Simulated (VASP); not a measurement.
Set up this calculation in VASP 6.6.1, as the native input.

| Property | Result |
| --- | --- |
| Task | single point |
| Functional | PBE |
| Dispersion | D3(BJ) |
| Potentials or basis | VASP PAW PBE potentials, release 64 (O, H, S) |
| Cutoff | 520 eV |
| k mesh | 1 × 1 × 1 |
| Occupations | fermi-dirac, width 0.02 eV |
| Spin | no spin polarisation |
| Dipole correction | no |
| Further INCAR settings | LREAL = Auto; ALGO = Normal; EDIFF = 1e-06; NBANDS = 66 |

The structure of H22SO10 lies in POSCAR:

```
H22SO10
1.0
    7.7639360000      0.0000000000      0.0000000000
    0.0000000000      7.7639360000      0.0000000000
    0.0000000000      0.0000000000      7.7639360000
O H S
10 22 1
Direct
    0.5053751087     -0.0001932010      0.9229468146
    0.8901026490      0.8076187130      0.9834831199
    0.9090878647      1.0177440927      0.3955467948
    1.0678346653      0.2304114820      0.6027741599
    0.0964459264      0.2970014178      0.1817248365
    0.8549658318      0.4697746092      0.0159970407
    0.3460229451      0.6575144360      0.4112991143
    0.4043181191      0.2227993636      0.5652416506
    0.1598287260      1.0270692597      0.9726252251
    0.5607722681      0.9400129007      0.3288409384
    0.4557868586     -0.1086562280      0.8870371935
    0.6265636399     -0.0351754574      0.9498275102
    0.9639311813      0.8042956562      0.8771066634
    0.8735002452      0.6854770570      1.0336252128
    0.9688513661      0.9710667373      0.3048711375
    0.8022219658      0.9704356141      0.3647634396
    1.0738367756      0.2910250677      0.4931261669
    0.9828391167      0.1326389089      0.6015763139
    0.1047020480      0.2026935822      0.1106139978
    0.0057058688      0.2757364306      0.2690387968
    0.9481144615      0.4044855599      0.0660876133
    0.8393680731      0.3905235695     -0.0777054319
    0.3859382664      0.6817675983      0.2922100337
    0.3532486615      0.5436289016      0.4120847982
    0.2891703383      0.1888088722      0.5935133932
    0.4525797225      0.2059908789      0.6777232579
    0.2604349134      1.0534089926      1.0442770265
    0.0765075858      0.9506904745      1.0318606439
    0.5045379045      0.9948304571      0.4271287141
    0.5392110393      1.0393310816      0.2464471629
    0.5954840431      0.6505978411      0.5894948129
    0.6240777873      0.4276825569      0.6688746533
    0.6060843366      0.5746569781      0.7408999765
```

These files were run (other wordings do the same):

INCAR

```
SYSTEM = H22SO10
  PREC = Accurate
  ENCUT = 520
  EDIFF = 1E-6
  ISMEAR = -1
  SIGMA = 0.02
  LREAL = Auto
  LASPH = .TRUE.
  NELM = 120
  ALGO = Normal
  ISIF = 2
  LWAVE = .FALSE.
  LCHARG = .FALSE.
  GGA = PE
  IVDW = 12
  NBANDS = 66
  GGA_COMPAT = .FALSE.
```

KPOINTS

```
Automatic mesh
0
G
  1 1 1
  0 0 0
```

Potentials or basis: VASP PAW PBE potentials, release 64 (O, H, S).

Command:

```sh
$ cat potpaw_PBE.64/O/POTCAR potpaw_PBE.64/H/POTCAR potpaw_PBE.64/S/POTCAR > POTCAR
$ mpirun -np 1 vasp_gam > vasp.out
```

It gave:

| Property | Result |
| --- | --- |
| Pressure | 2.1 GPa |
| Largest force | 6.229 eV/Å |
| Band gap on the k mesh | 3.36 eV |
| Dispersion energy per atom | -0.027 eV |

Caveat: the k points lie up to 0.81 Å⁻¹ apart.

Wall time 40 s on 1 thread of Intel(R) Xeon(R) Platinum 8559C (Emerald Rapids), with other jobs on the host, peak memory 0.46 GiB.
